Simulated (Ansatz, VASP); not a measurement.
## One calculation of CO, two programs

```xyz
8
Lattice="5.6300 0.0000 0.0000 0.0000 5.6300 0.0000 0.0000 0.0000 5.6300" Properties=species:S:1:pos:R:3 pbc="T T T"
C     5.4203    5.4203    5.4203
C     3.0247    0.2097    2.6053
C     2.6053    3.0247    0.2097
C     0.2097    2.6053    3.0247
O     0.4453    0.4453    0.4453
O     2.3697    5.1847    3.2603
O     3.2603    2.3697    5.1847
O     5.1847    3.2603    2.3697
```

Alike in both runs: functional PBE; k mesh 5 × 5 × 5; occupations fermi-dirac, width 0.05 eV; no spin polarisation.

Ansatz relaxed the structure, and its values are those at the end. VASP's run is a single point on that final structure, the one shown.

```csv
,VASP,Ansatz
version,VASP 6.6.1,Ansatz 0.2.0
potentials or method,"VASP PAW PBE potentials, release 64 (C, O)","plane-wave PAW, scalar-relativistic"
plane-wave cutoff (eV),520,420
valence electrons in the cell,40,40
```

|  | VASP | Ansatz | Ansatz less VASP |
| --- | --- | --- | --- |
| gap on the k mesh at the Fermi level (eV) | 6.00 | 6.00 | +0.002 |
| pressure (GPa) | 1.7 | 0.6 | -1.13 |
| rms of the force components (eV/Å) | 0.550 | 0.004 | -0.5465 |

One of these differences is far larger than is usual between the two programs; its cause wasn't traced. Ansatz's warnings: stress scf threshold loose.

Noted on VASP's run: the standard files for N, O and F lose accuracy on very short bonds.
